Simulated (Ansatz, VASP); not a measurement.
# NaCl in VASP and in Ansatz

```
Na Cl
1.0
     0.00000    2.86390    2.86390
     2.86390    0.00000    2.86390
     2.86390    2.86390    0.00000
Na Cl
1 1
Direct
  0.00000 0.00000 0.00000
  0.50000 0.50000 0.50000
```

Alike in both runs: task single point; functional r2SCAN; k mesh 8 × 8 × 8; no spin polarisation.

|  | VASP | Ansatz |
| --- | --- | --- |
| version | VASP 6.6.1 | Ansatz 0.2.0 |
| potentials or method | VASP PAW PBE potentials, release 64 (Na_pv, Cl), cutoff 520 eV | PAW plane waves |
| occupations | fermi-dirac, width 0.1 eV | fermi-dirac |
| valence electrons in the cell | 14 | 16 |

```tsv
	VASP	Ansatz	Ansatz less VASP
gap on the k mesh at the Fermi level (eV)	5.74	5.71	-0.023
pressure (GPa)	-1.7	-1.5	+0.21
```

VASP's potentials were made for PBE, not for r2SCAN. VASP's potentials hold 14 valence electrons a cell and Ansatz's 16, so a difference there can come from the potentials and not from the codes.
